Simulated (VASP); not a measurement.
Write the native input for VASP 6.6.1 that does the following.

```
Task                   : single point
Functional             : pbe exchange, lda correlation
Potentials or basis    : VASP PAW PBE potentials, release 64 (P)
Cutoff                 : 500 eV
k mesh                 : 8 × 8 × 6
Occupations            : fermi-dirac, width 0.15 eV
Spin                   : no spin polarisation
Dipole correction      : no
Further INCAR settings : ALGO = Normal; EDIFF = 1e-06; NBANDS = 18
```

The structure of P lies in POSCAR:

```
P
1.0
    1.6477431241     -5.4650377251      0.0000000000
    1.6477431241      5.4650377251      0.0000000000
    0.0000000000      0.0000000000      4.5436355900
P
4
Direct
    0.9041431300      0.0958568700      0.5888151700
    0.0958568700      0.9041431300      0.4111848300
    0.5958568700      0.4041431300      0.0888151700
    0.4041431300      0.5958568700      0.9111848300
```

One way to write it, as run:

INCAR

```
SYSTEM = P
PREC = Accurate
ENCUT = 500
EDIFF = 1E-6
ISMEAR = -1
SIGMA = 0.15
LREAL = .False.
LASPH = .True.
NELM = 120
ALGO = Normal
ISIF = 2
LWAVE = .False.
LCHARG = .True.
GGA = LIBXC
LIBXC1 = GGA_X_PBE
LIBXC2 = LDA_C_PW
LELF = .True.
LVHAR = .True.
NBANDS = 18
GGA_COMPAT = .False.
```

KPOINTS

```
regular mesh
0
Gamma
  8 8 6
  0 0 0
```

Potentials or basis: VASP PAW PBE potentials, release 64 (P).

Run with:

```console
$ cat potpaw_PBE.64/P/POTCAR > POTCAR
$ mpirun -np 1 vasp_std > vasp.out
```

Results of the run:

| Property | Result |
| --- | --- |
| Pressure | 7.5 GPa |
| Largest force | 0.369 eV/Å |
| Band gap on the k mesh | 0.32 eV |

Caveat: the cell stands under pressure; the PAW data sets were made with another functional, which shifts forces and pressure a little.

Run time: 71 s on 1 thread of Intel(R) Xeon(R) 6975P-C (Granite Rapids), with other jobs on the host, peak memory 0.26 GiB.
